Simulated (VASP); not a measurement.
SiSb:

```xyz
2
Lattice="0.0000 2.9891 2.9891 2.9891 0.0000 2.9891 2.9891 2.9891 0.0000" Properties=species:S:1:pos:R:3 pbc="T T T"
Si    0.0000    0.0000    0.0000
Sb    1.4946    1.4946    1.4946
```

```yaml
Program: VASP 6.6.1
Task: relaxation of cell and atoms
Functional: PBE
Potentials_or_basis: VASP PAW PBE potentials, release 64 (Si, Sb)
Cutoff: 500 eV
k_mesh: 5 × 5 × 5
Occupations: methfessel-paxton, width 0.0527 eV
Spin: no spin polarisation
```

At the start: pressure 4.8 GPa; volume 26.71 Å³/atom.

How do energy, volume and symmetry change on relaxing?

Over 3 steps the energy falls by 36.0 meV/atom and the volume is 29.50 Å³/atom (+10.4 %); space group F-43m (No. 216, to 0.05 Å).

The path:
```
step  energy change (eV)  largest force (eV/Å)  pressure (GPa)  volume (Å³)
   1              0.0000                0.0000            4.78        53.42
   2             -0.0710                0.0000           -0.39        59.81
   3             -0.0719                0.0000            0.02        58.99
```

Final structure:
```cif
data_structure
_symmetry_space_group_name_H-M 'P 1'
_symmetry_Int_Tables_number 1
_cell_length_a 4.3696
_cell_length_b 4.3696
_cell_length_c 4.3696
_cell_angle_alpha 60.000
_cell_angle_beta 60.000
_cell_angle_gamma 60.000
_cell_volume 58.99
loop_
_atom_site_label
_atom_site_type_symbol
_atom_site_fract_x
_atom_site_fract_y
_atom_site_fract_z
_atom_site_occupancy
Si1 Si 0.00000 0.00000 0.00000 1
Sb1 Sb 0.25000 0.25000 0.25000 1
```

Caveat: the k points lie up to 0.35 Å⁻¹ apart in the final cell.
